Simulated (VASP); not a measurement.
IrO: single point with PBE

The system is IrO.

```
CELL_PARAMETERS angstrom
4.34855 0.00000 0.00000
0.00000 4.34855 0.00000
0.00000 0.00000 3.86970
ATOMIC_POSITIONS crystal
Ir 0.50000 0.50000 0.50000
Ir 0.50000 0.00000 0.00000
Ir 0.00000 0.50000 0.00000
O 0.00000 0.00000 0.50000
O 0.50000 0.00000 0.50000
O 0.00000 0.50000 0.50000
```

The cell was generated, and may not be a known phase.

| Quantity | Value |
| --- | --- |
| Program | VASP 6.6.1 |
| Task | single point |
| Functional | PBE |
| Potentials or basis | VASP PAW PBE potentials, release 64 (Ir_sv_GW, O) |
| Cutoff | 700 eV |
| k mesh | 4 × 4 × 4 |
| Occupations | gaussian, width 0.1 eV |
| Spin | collinear spin |
| Starting moments | [1.0, -1.0, -1.0, 0.0, 0.0, 0.0] μB |

* Pressure: 1.7 GPa
* Net moment: -2.61 μB per cell
* Site moments: Ir -0.07, -0.39 (each value once); O -1.22, -0.19 (each value once) μB
* Valence electrons inside the program's atomic spheres: Ir 15.66, 15.88 (each value once); O 4.72, 4.96 (each value once)

Stress tensor (GPa, compression positive):
```
 2.99  0.00  0.00
 0.00  2.99  0.00
 0.00  0.00 -0.94
```

Levels at points of the mesh, in eV from the Fermi level:
Spin up:
| k point | band 31 | band 32 | band 33 | band 34 | band 35 | band 36 |
| --- | --- | --- | --- | --- | --- | --- |
| (0.00, 0.00, 0.00) | -1.02 | -0.91 | 0.19 | 0.60 | 0.62 | 0.62 |
| (0.50, 0.00, 0.00) | -1.62 | -1.39 | -1.23 | -0.75 | 0.13 | 0.34 |
| (0.50, 0.50, 0.00) | -1.50 | -1.29 | -0.24 | -0.20 | -0.20 | 0.42 |
| (0.00, 0.00, 0.50) | -0.38 | -0.27 | 0.34 | 0.34 | 0.62 | 0.87 |
| (0.50, 0.00, 0.50) | -0.90 | -0.49 | -0.19 | 0.17 | 0.53 | 0.59 |
| (0.50, 0.50, 0.50) | -0.48 | -0.19 | 0.24 | 0.24 | 0.52 | 0.94 |
Spin down:
| k point | band 32 | band 33 | band 34 | band 35 | band 36 | band 37 | band 38 | band 39 | band 40 | band 41 |
| --- | --- | --- | --- | --- | --- | --- | --- | --- | --- | --- |
| (0.00, 0.00, 0.00) | -0.98 | -0.69 | -0.69 | -0.23 | 0.39 | 0.47 | 0.47 | 0.64 | 1.56 | 5.00 |
| (0.50, 0.00, 0.00) | -1.86 | -1.35 | -1.21 | -0.87 | -0.86 | -0.37 | 0.46 | 1.06 | 2.02 | 3.18 |
| (0.50, 0.50, 0.00) | -1.52 | -1.33 | -1.33 | -1.07 | -0.51 | 0.26 | 0.26 | 2.76 | 3.40 | 3.87 |
| (0.00, 0.00, 0.50) | -0.83 | -0.64 | -0.40 | -0.40 | 0.40 | 0.46 | 0.46 | 1.02 | 2.72 | 6.08 |
| (0.50, 0.00, 0.50) | -1.06 | -0.71 | -0.54 | -0.41 | 0.10 | 0.38 | 1.21 | 1.33 | 5.09 | 5.55 |
| (0.50, 0.50, 0.50) | -0.39 | -0.03 | -0.03 | 0.06 | 0.53 | 1.37 | 2.09 | 2.09 | 2.83 | 4.38 |

Wall time 7.7 min on 1 thread of Intel(R) Xeon(R) Platinum 8259CL CPU @ 2.50GHz (Skylake/Cascade Lake) (shared host), peak memory 0.35 GiB.

Caveat: the k points lie up to 0.41 Å⁻¹ apart; spin-orbit coupling is left out, which moves the levels of the heavy elements.
